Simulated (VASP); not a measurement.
Re, 1 atom in the cell. The structure is cubic, space group Pm-3m (No. 221). Conventional cell: a = 2.598 Å, b = 2.598 Å, c = 2.598 Å, α = 90.00°, β = 90.00°, γ = 90.00°. Re (site symmetry m-3m) has 6 Re at 2.60 Å within 3.4 Å. This isn't the form of Re at room conditions, which is hcp.

- Program: VASP 6.6.1
- Task: single point
- Functional: r2SCAN
- Potentials or basis: VASP PAW PBE potentials, release 64 (Re)
- Cutoff: 660 eV
- k mesh: 14 × 14 × 14
- Occupations: fermi-dirac, width 0.1 eV
- Spin: no spin polarisation
- Dipole correction: no
- Further INCAR settings: ALGO = Normal; EDIFF = 1e-06; NBANDS = 10

Potentials or basis: VASP PAW PBE potentials, release 64 (Re).

Run with:

```bash
$ cat potpaw_PBE.64/Re/POTCAR > POTCAR
$ cp INCAR.step1 INCAR
$ mpirun -np 1 vasp_std > vasp.out
$ cp INCAR.step2 INCAR
$ mpirun -np 1 vasp_std > vasp.out
```

Hardware: 1 thread of AMD EPYC 7R13 (shared host).

Problem. How long does it take, and how much memory?

Solution. Run time: 2.1 min on 1 thread of AMD EPYC 7R13, with other jobs on the host, peak memory 0.14 GiB. Counts: k points 120.
